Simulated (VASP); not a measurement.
# SiNi3 (R-3m) in VASP: notebook, part 2 of 2

VASP 6.6.1.

### 3 Single point, PBEsol, collinear spin, ferrimagnetic start

INCAR reads:

```
SYSTEM = SiNi3
PREC = Accurate
ENCUT = 520
EDIFF = 1E-6
ISMEAR = -1
SIGMA = 0.05
LREAL = .False.
LASPH = .True.
NELM = 150
ALGO = Normal
ISIF = 2
LWAVE = .False.
LCHARG = .False.
ISPIN = 2
MAGMOM = 1 -1 1 0
LORBIT = 11
LMAXMIX = 4
GGA = PS
NBANDS = 29
```

KPOINTS reads:

```
regular mesh
0
Gamma
  12 12 12
  0 0 0
```

POSCAR reads:

```
SiNi3
1.0
    1.2928041287      0.7464008117      7.6619893310
   -1.2928041287      0.7464008117      7.6619893310
    0.0000000000     -1.4928016234      7.6619893310
Ni Si
3 1
Direct
    0.2547330000      0.2547330000      0.2547330000
    0.5000000000      0.5000000000      0.5000000000
    0.7452670000      0.7452670000      0.7452670000
    0.0000000000      0.0000000000      0.0000000000
```

Potentials or basis: VASP PAW PBE potentials, release 64 (Ni, Si).

On the command line:

```console
$ cat potpaw_PBE.64/Ni/POTCAR potpaw_PBE.64/Si/POTCAR > POTCAR
$ mpirun -np 1 vasp_std > vasp.out
```

OUTCAR:

```text
SYSTEM = SiNi3
   PREC = Accurate
   ENCUT = 520
   EDIFF = 1E-6
   ISMEAR = -1
   LREAL = .False.
   LASPH = .True.
   NELM = 150
   ISIF = 2
   ISPIN = 2
   LORBIT = 11
   GGA = PS

 ion  position               nearest neighbor table
   1  0.255  0.255  0.255-   4 2.34   4 2.34   4 2.34   2 2.52   2 2.52   2 2.52
   2  0.500  0.500  0.500-   1 2.52   3 2.52   1 2.52   1 2.52   3 2.52   3 2.52
   3  0.745  0.745  0.745-   4 2.34   4 2.34   4 2.34   2 2.52   2 2.52   2 2.52
   4  0.000  0.000  0.000-   3 2.34   1 2.34   3 2.34   3 2.34   1 2.34   1 2.34

  LATTYP: Found a trigonal (rhomboedric) cell.
 ALAT       =     7.8060577243
 COS(alpha) =     0.9451430144

  Lattice vectors:

 A1 = (   1.2928041287,   0.7464008117,   7.6619893310)
 A2 = (  -1.2928041287,   0.7464008117,   7.6619893310)
 A3 = (   0.0000000000,  -1.4928016234,   7.6619893310)

Analysis of symmetry for initial positions (statically):
=====================================================================
 Subroutine PRICEL returns:
 Original cell was already a primitive cell.

 Routine SETGRP: Setting up the symmetry group for a
 trigonal (rhombohedral) supercell.

 Subroutine GETGRP returns: Found 12 space group operations
 (whereof 12 operations were pure point group operations)
 out of a pool of 12 trial point group operations.

The static configuration has the point symmetry D_3d.

Analysis of symmetry for dynamics (positions and initial velocities):
=====================================================================
 Subroutine PRICEL returns:
 Original cell was already a primitive cell.

 Routine SETGRP: Setting up the symmetry group for a
 trigonal (rhombohedral) supercell.

 Subroutine GETGRP returns: Found 12 space group operations
 (whereof 12 operations were pure point group operations)
 out of a pool of 12 trial point group operations.

The dynamic configuration has the point symmetry D_3d.

Analysis of structural, dynamic, and magnetic symmetry:
=====================================================================
 Subroutine PRICEL returns:
 Original cell was already a primitive cell.

 Routine SETGRP: Setting up the symmetry group for a
 trigonal (rhombohedral) supercell.

 Subroutine GETGRP returns: Found 12 space group operations
 (whereof 12 operations were pure point group operations)
 out of a pool of 12 trial point group operations.

The overall configuration has the point symmetry D_3d.

 Subroutine INISYM returns: Found 12 space group operations
 (whereof 12 operations are pure point group operations),
 and found     1 'primitive' translations

----------------------------------------------------------------------------------------

                                     Primitive cell

  volume of cell :      44.3606

  direct lattice vectors                    reciprocal lattice vectors
     1.292804129  0.746400812  7.661989331     0.386756191  0.223293791  0.043504803
    -1.292804129  0.746400812  7.661989331    -0.386756191  0.223293791  0.043504803
     0.000000000 -1.492801623  7.661989331     0.000000000 -0.446587582  0.043504803

  length of vectors
     7.806057724  7.806057724  7.806057724     0.448701611  0.448701611  0.448701611

[... 82 lines left out ...]
   ENCUT  =  520.0 eV  38.22 Ry    6.18 a.u.  14.51 14.51 14.51*2*pi/ulx,y,z
   NELM   =    150;   NELMIN=  2; NELMDL= -5     # of ELM steps
   EDIFF  = 0.1E-05   stopping-criterion for ELM
   LREAL  =      F    real-space projection
   EDIFFG = 0.1E-04   stopping-criterion for IOM
   NSW    =      0    number of steps for IOM
   IBRION =     -1    ionic relax: 0-MD 1-quasi-New 2-CG
   NFREE  =      0    steps in history (QN), initial steepest desc. (CG)
   ISIF   =      2    stress and relaxation
   ISYM   =      2    0-nonsym 1-usesym 2-fastsym
   POTIM  = 0.5000    time-step for ionic-motion
   TEBEG  =    0.0;   TEEND  =   0.0 temperature during run
   PSTRESS=    0.0 pullay stress
   NELECT =      34.0000    total number of electrons
   NUPDOWN=      -1.0000    fix difference up-down
   EMIN   =  10.00;   EMAX   =-10.00  energy-range for DOS
   EFERMI =   0.00;   METHOD = LEGACY
   ISMEAR =    -1;   SIGMA  =   0.05  broadening in eV -4-tet -1-fermi 0-gaus
   EFERMI_NEDOS =   21; number of points for ismear=-14 and -15
   IALGO  =     38    algorithm
   IMIX   =      4    mixing-type and parameters
     AMIX     =   0.40;   BMIX     =  1.00
     AMIX_MAG =   1.60;   BMIX_MAG =  1.00
  volume/ion in A,a.u.               =      11.09        74.84
  Fermi-wavevector in a.u.,A,eV,Ry     =   1.498196  2.831180 30.539513  2.244591
  Thomas-Fermi vector in A             =   2.609986
   LORBIT       =     11    0 simple, 1 ext, 2 COOP (PROOUT), +10 PAW based schemes
   GGA     = PS    functional components
   LHFCALC =     F    Hartree Fock is set to
   AEXX    =    0.0000 exact exchange contribution
   IVDW    =     0    specifies the selected vdW correction
   LEPSILON=     F    determine dielectric tensor
   LRPA    =     F    only Hartree local field effects (RPA)
 spin polarized calculation
  energy-cutoff  :      520.00
  volume of cell :       44.36
 maximum number of plane-waves:      1212
 NGX is ok and might be reduce to    60
   NGX = 29   NGY = 29   NGZ = 29

 number of electron      34.0000003 magnetization       0.1314756

 number of electron      34.0000003 magnetization      -0.4094301

 Free energy of the ion-electron system (eV)
  ---------------------------------------------------
  ext. energy  EPLUGINS =         0.00000000
  ---------------------------------------------------
  free energy    TOTEN  =       -24.96176098 eV

  energy without entropy =      -24.92627969  energy(sigma->0) =      -24.94402034

 E-fermi :  10.0732     XC(G=0): -13.0552

 val. band max:       10.0695376915   @ k =  -0.1667   0.5000   0.1667
 cond. band min:      10.0752766514   @ k =  -0.2500   0.4167   0.0833
 fundamental gap:      0.0057389599
 Fermi energy:        10.0731877573

 spin component 1

 k-point     1 :       0.0000    0.0000    0.0000
  band No.  band energies     occupation
      1      -3.6998      1.00000
      2       1.9970      1.00000
      3       2.7734      1.00000
      4       5.8323      1.00000
      5       7.3068      1.00000
      6       8.1513      1.00000
[... 757 lines left out ...]
     28      22.3946      0.00000
     29      23.6024      0.00000

 [... further k-points ...]

 spin component 2

 k-point     1 :       0.0000    0.0000    0.0000
  band No.  band energies     occupation
      1      -3.6968      1.00000
      2       2.0013      1.00000
      3       2.7706      1.00000
      4       5.7419      1.00000
      5       7.2398      1.00000
      6       8.0791      1.00000
[... 757 lines left out ...]
     28      22.3634      0.00000
     29      23.5908      0.00000

 [... further k-points ...]

------------------------ aborting loop because EDIFF is reached ----------------------------------------

  FORCE on cell =-STRESS in cart. coord.  units (eV):
  Direction    XX          YY          ZZ          XY          YZ          ZX
  --------------------------------------------------------------------------------------
  -------------------------------------------------------------------------------------
  Total       -1.5171176     -1.5171176     -1.8454613      0.0000000     -0.0000000      0.0000000
  in kB      -54.7938997    -54.7938997    -66.6527225      0.0000000     -0.0000000      0.0000000
  external PRESSURE =     -58.7468406 kB  Pullay stress =       0.0000000 kB

 VOLUME and BASIS-vectors are now :
 -----------------------------------------------------------------------------
  energy-cutoff  :      520.00
  volume of cell :       44.36
      direct lattice vectors                 reciprocal lattice vectors
     1.292804129  0.746400812  7.661989331     0.386756191  0.223293791  0.043504803
    -1.292804129  0.746400812  7.661989331    -0.386756191  0.223293791  0.043504803
     0.000000000 -1.492801623  7.661989331     0.000000000 -0.446587582  0.043504803

 POSITION                                       TOTAL-FORCE (eV/Angst)
 -----------------------------------------------------------------------------------
      0.00000      0.00000      5.85528         0.000000     -0.000000      0.024071
      0.00000      0.00000     11.49298         0.000000      0.000000     -0.000000
      0.00000      0.00000     17.13068         0.000000      0.000000     -0.024071
      0.00000      0.00000      0.00000         0.000000      0.000000     -0.000000
 -----------------------------------------------------------------------------------
    total drift:                               -0.000000     -0.000000     -0.000000

  FREE ENERGIE OF THE ION-ELECTRON SYSTEM (eV)
  ---------------------------------------------------
  free  energy   TOTEN  =       -24.9617609836 eV

  energy  without entropy=      -24.9262796942  energy(sigma->0) =      -24.94402034

 total charge

# of ion       s       p       d       tot
------------------------------------------
    1        0.484   0.555   8.417   9.456
    2        0.476   0.435   8.303   9.213
    3        0.484   0.555   8.417   9.456
    4        0.741   0.892   0.000   1.632
--------------------------------------------------
tot          2.184   2.437  25.137  29.758

 magnetization (x)

# of ion       s       p       d       tot
------------------------------------------
    1        0.000   0.005  -0.059  -0.054
    2        0.001   0.005  -0.319  -0.313
    3        0.000   0.005  -0.059  -0.054
    4       -0.000   0.001   0.000   0.001
--------------------------------------------------
tot          0.001   0.015  -0.437  -0.420
```

Wall time 68 min (1 thread of Intel Xeon Platinum 8488C (Sapphire Rapids), shared host); peak memory 0.85 GiB.

Results:

- Free energy: -24.9618 eV
- Pressure: -5.9 GPa
- Largest force: 0.024 eV/Å
- Net moment: -0.41 μB per cell
- Site moments: Ni -0.05, -0.31 (each value once); Si +0.00 μB
- Valence electrons inside the program's atomic spheres: Ni 9.46, 9.21 (each value once); Si 1.63

Forces on the atoms (eV/Å):
```
Ni   0.000  0.000  0.024
Ni   0.000  0.000  0.000
Ni   0.000  0.000 -0.024
Si   0.000  0.000  0.000
```

Caveat: the cell stands under tension; the PAW data sets were made with another functional, which shifts forces and pressure a little.
